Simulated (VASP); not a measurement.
# Si (P6_3/mmc) in VASP: single point with PBEsol

Aim: the single point of Si with PBEsol.

Program: VASP 6.6.1. These are calculated values, not measurements. Logs are shortened: lines on timing, memory, paths and dates and some standing lists are left out, and cuts for length are marked.

## (1) The cell of the first run

It takes space group P6_3/mmc (No. 194, hexagonal). The conventional cell has a = 3.824 Å, b = 3.824 Å, c = 6.325 Å, α = 90.00°, β = 90.00°, γ = 120.00°. Within 3.1 Å of Si (site symmetry 3m) lie 4 Si at 2.35 to 2.37 Å.

This isn't the form of Si at room conditions, which is diamond.

## (2) Single point, PBEsol

Input file INCAR:

```
SYSTEM = Si
ALGO = Normal ; EDIFF = 1E-6
ENCUT = 500 ; GGA = PS
GGA_COMPAT = .False. ; ISIF = 2
ISMEAR = 0 ; LASPH = .True.
LCHARG = .True. ; LELF = .True.
LREAL = .False. ; LVHAR = .True.
LWAVE = .False. ; NBANDS = 16
NELM = 120 ; PREC = Accurate
SIGMA = 0.01
```

Input file KPOINTS:

```
k-points
0
Gamma
  12 12 6
  0 0 0
```

Input file POSCAR:

```
Si
1.0
    3.8244672890      0.0000000000      0.0000000000
   -1.9122336445      3.3120858282      0.0000000000
    0.0000000000      0.0000000000      6.3251269679
Si
4
Direct
    0.3333333333      0.6666666667      0.0000235299
    0.6666666667      0.3333333333      0.5000235299
    0.3333333333      0.6666666667      0.3739764701
    0.6666666667      0.3333333333      0.8739764701
```

Potentials or basis: VASP PAW PBE potentials, release 64 (Si).

Run with:

```bash
cat potpaw_PBE.64/Si/POTCAR > POTCAR
mpirun -np 1 vasp_std > vasp.out
```

OUTCAR:

```text
SYSTEM = Si
   EDIFF = 1E-6
   ENCUT = 500
   GGA = PS
   ISIF = 2
   ISMEAR = 0
   LASPH = .True.
   LREAL = .False.
   NELM = 120
   PREC = Accurate

 ion  position               nearest neighbor table
   1  0.333  0.667  0.000-   4 2.35   4 2.35   4 2.35   3 2.37
   2  0.667  0.333  0.500-   3 2.35   3 2.35   3 2.35   4 2.37
   3  0.333  0.667  0.374-   2 2.35   2 2.35   2 2.35   1 2.37
   4  0.667  0.333  0.874-   1 2.35   1 2.35   1 2.35   2 2.37

  LATTYP: Found a hexagonal cell.
 ALAT       =     3.8244672890
 C/A-ratio  =     1.6538582997

  Lattice vectors:

 A1 = (   3.8244672890,   0.0000000000,   0.0000000000)
 A2 = (  -1.9122336445,   3.3120858282,   0.0000000000)
 A3 = (   0.0000000000,   0.0000000000,   6.3251269679)

Analysis of symmetry for initial positions (statically):
=====================================================================
 Subroutine PRICEL returns:
 Original cell was already a primitive cell.

 Routine SETGRP: Setting up the symmetry group for a
 hexagonal supercell.

 Subroutine GETGRP returns: Found 24 space group operations
 (whereof  6 operations were pure point group operations)
 out of a pool of 24 trial point group operations.

The static configuration has the point symmetry C_3v.
 The point group associated with its full space group is D_6h.

Analysis of symmetry for dynamics (positions and initial velocities):
=====================================================================
 Subroutine PRICEL returns:
 Original cell was already a primitive cell.

 Routine SETGRP: Setting up the symmetry group for a
 hexagonal supercell.

 Subroutine GETGRP returns: Found 24 space group operations
 (whereof  6 operations were pure point group operations)
 out of a pool of 24 trial point group operations.

The dynamic configuration has the point symmetry C_3v.
 The point group associated with its full space group is D_6h.

 Subroutine INISYM returns: Found 24 space group operations
 (whereof  6 operations are pure point group operations),
 and found     1 'primitive' translations

----------------------------------------------------------------------------------------

                                     Primitive cell

[... 92 lines left out ...]
   ENCUT  =  500.0 eV  36.75 Ry    6.06 a.u.   6.97  6.97 11.53*2*pi/ulx,y,z
   NELM   =    120;   NELMIN=  2; NELMDL= -5     # of ELM steps
   EDIFF  = 0.1E-05   stopping-criterion for ELM
   LREAL  =      F    real-space projection
   EDIFFG = 0.1E-04   stopping-criterion for IOM
   NSW    =      0    number of steps for IOM
   IBRION =     -1    ionic relax: 0-MD 1-quasi-New 2-CG
   NFREE  =      0    steps in history (QN), initial steepest desc. (CG)
   ISIF   =      2    stress and relaxation
   ISYM   =      2    0-nonsym 1-usesym 2-fastsym
   POTIM  = 0.5000    time-step for ionic-motion
   TEBEG  =    0.0;   TEEND  =   0.0 temperature during run
   PSTRESS=    0.0 pullay stress
   NELECT =      16.0000    total number of electrons
   NUPDOWN=      -1.0000    fix difference up-down
   EMIN   =  10.00;   EMAX   =-10.00  energy-range for DOS
   EFERMI =   0.00;   METHOD = LEGACY
   ISMEAR =     0;   SIGMA  =   0.01  broadening in eV -4-tet -1-fermi 0-gaus
   EFERMI_NEDOS =   21; number of points for ismear=-14 and -15
   IALGO  =     38    algorithm
   IMIX   =      4    mixing-type and parameters
     AMIX     =   0.40;   BMIX     =  1.00
     AMIX_MAG =   1.60;   BMIX_MAG =  1.00
  volume/ion in A,a.u.               =      20.03       135.17
  Fermi-wavevector in a.u.,A,eV,Ry     =   0.956902  1.808283 12.458336  0.915662
  Thomas-Fermi vector in A             =   2.085872
   LORBIT       =      0    0 simple, 1 ext, 2 COOP (PROOUT), +10 PAW based schemes
   GGA     = PS    functional components
   LHFCALC =     F    Hartree Fock is set to
   AEXX    =    0.0000 exact exchange contribution
   IVDW    =     0    specifies the selected vdW correction
   LEPSILON=     F    determine dielectric tensor
   LRPA    =     F    only Hartree local field effects (RPA)
 non-spin polarized calculation
 Gauss-broadening in eV      SIGMA  =   0.01
  energy-cutoff  :      500.00
  volume of cell :       80.12
 maximum number of plane-waves:      2055
 NGX is ok and might be reduce to    28
   NGX = 13   NGY = 13   NGZ = 23

 number of electron      15.9999999 magnetization

 Free energy of the ion-electron system (eV)
  ---------------------------------------------------
  ext. energy  EPLUGINS =         0.00000000
  ---------------------------------------------------
  free energy    TOTEN  =       -22.94870219 eV

  energy without entropy =      -22.94870219  energy(sigma->0) =      -22.94870219

 E-fermi :   6.0993     XC(G=0):  -9.5472

 val. band max:        6.0461694174   @ k =   0.0000   0.0000   0.0000
 cond. band min:       6.3356283976   @ k =   0.5000  -0.0000   0.0000
 fundamental gap:      0.2894589802
 Fermi energy:         6.0993037431

 k-point     1 :       0.0000    0.0000    0.0000
  band No.  band energies     occupation
      1      -6.2169      2.00000
      2      -3.9075      2.00000
      3      -1.2459      2.00000
      4       4.5120      2.00000
      5       4.5120      2.00000
      6       5.6834      2.00000
[... 433 lines left out ...]
      3      -1.0038      2.00000
      4       1.2810      2.00000
      5       1.3786      2.00000
      6       3.3035      2.00000
[... 8 lines left out ...]
     15      13.1335      0.00000
     16      13.1663      0.00000

 [... further k-points ...]

------------------------ aborting loop because EDIFF is reached ----------------------------------------

  FORCE on cell =-STRESS in cart. coord.  units (eV):
  Direction    XX          YY          ZZ          XY          YZ          ZX
  --------------------------------------------------------------------------------------
  -------------------------------------------------------------------------------------
  Total        0.0642636      0.0642636      0.0503923      0.0000000      0.0000000      0.0000000
  in kB        1.2850916      1.2850916      1.0077046      0.0000000      0.0000000      0.0000000
  external PRESSURE =       1.1926293 kB  Pullay stress =       0.0000000 kB

 VOLUME and BASIS-vectors are now :
 -----------------------------------------------------------------------------
  energy-cutoff  :      500.00
  volume of cell :       80.12
      direct lattice vectors                 reciprocal lattice vectors
     3.824467289  0.000000000  0.000000000     0.261474324  0.150962271  0.000000000
    -1.912233645  3.312085828  0.000000000     0.000000000  0.301924543  0.000000000
     0.000000000  0.000000000  6.325126968     0.000000000  0.000000000  0.158099593

 POSITION                                       TOTAL-FORCE (eV/Angst)
 -----------------------------------------------------------------------------------
     -0.00000      2.20806      0.00015         0.000000     -0.000000      0.000014
      1.91223      1.10403      3.16271        -0.000000      0.000000      0.000014
     -0.00000      2.20806      2.36545         0.000000     -0.000000     -0.000014
      1.91223      1.10403      5.52801        -0.000000      0.000000     -0.000014
 -----------------------------------------------------------------------------------
    total drift:                               -0.000000      0.000000      0.000000

  FREE ENERGIE OF THE ION-ELECTRON SYSTEM (eV)
  ---------------------------------------------------
  free  energy   TOTEN  =       -22.9487021945 eV

  energy  without entropy=      -22.9487021945  energy(sigma->0) =      -22.94870219
```

OSZICAR:

```text
N       E                     dE             d eps       ncg     rms          rms(c)
DAV:   1     0.232402473826E+02    0.23240E+02   -0.58115E+03  2432   0.793E+02
DAV:   2    -0.215918625599E+02   -0.44832E+02   -0.40720E+02  3352   0.118E+02
DAV:   3    -0.233777272580E+02   -0.17859E+01   -0.17704E+01  3232   0.221E+01
DAV:   4    -0.233979335884E+02   -0.20206E-01   -0.20196E-01  3120   0.304E+00
DAV:   5    -0.233982810014E+02   -0.34741E-03   -0.34740E-03  3256   0.375E-01    0.702E+00
DAV:   6    -0.230883465731E+02    0.30993E+00   -0.11418E-01  2888   0.159E+00    0.420E+00
DAV:   7    -0.229473196789E+02    0.14103E+00   -0.22310E-01  2904   0.228E+00    0.245E-01
DAV:   8    -0.229484861395E+02   -0.11665E-02   -0.16937E-02  2904   0.667E-01    0.106E-01
DAV:   9    -0.229486363343E+02   -0.15019E-03   -0.45580E-04  3360   0.122E-01    0.796E-02
DAV:  10    -0.229487031165E+02   -0.66782E-04   -0.99094E-05  2896   0.491E-02    0.222E-02
DAV:  11    -0.229487021945E+02    0.92199E-06   -0.23276E-06  3288   0.854E-03
   1 F= -.22948702E+02 E0= -.22948702E+02  d E =-.715634E-17
```

stdout:

```text
POSCAR found type information on POSCAR Si
 POSCAR found :  1 types and       4 ions
 scaLAPACK will be used
 -----------------------------------------------------------------------------
|                                                                             |
|                                                                             |
|     You enforced a specific xc type in the INCAR file but a different       |
|     I HOPE YOU KNOW WHAT YOU ARE DOING!                                     |
|                                                                             |
 -----------------------------------------------------------------------------

 LDA part: xc-table for (Slater+PW92), standard interpolation
 POSCAR, INCAR and KPOINTS ok, starting setup
 FFT: planning ... GRIDC
 FFT: planning ... GRID_SOFT
 FFT: planning ... GRID
 WAVECAR not read
 entering main loop
```

It took 90 s on 1 thread of Intel Xeon 8259CL, shared host; peak memory 0.22 GiB.

Results:

```yaml
Free_energy: -22.9487 eV
Pressure: 0.1 GPa
Band_gap_on_the_k_mesh: 0.29 eV (least direct gap 0.97 eV)
```

Levels at points of the mesh, in eV from the valence-band top:
```tsv
k point	band 4	band 5	band 6	band 7	band 8	band 9	band 10	band 11	band 12	band 13
(0.00, 0.00, 0.00)	-1.53	-1.53	-0.36	0.00	0.00	0.97	1.95	1.95	2.29	3.52
(0.50, 0.00, 0.00)	-6.01	-4.74	-3.09	-3.06	-1.46	0.29	2.27	2.88	3.04	4.38
(0.00, 0.00, 0.50)	-4.28	-0.94	-0.94	-0.94	-0.94	1.75	1.75	2.92	2.92	2.92
(0.50, 0.00, 0.50)	-7.31	-2.49	-2.49	-2.45	-2.45	0.81	0.81	1.55	1.55	5.58
```

Caveat: semilocal functionals underestimate gaps, and a narrow one can read as zero; the PAW data sets were made with another functional, which shifts forces and pressure a little.
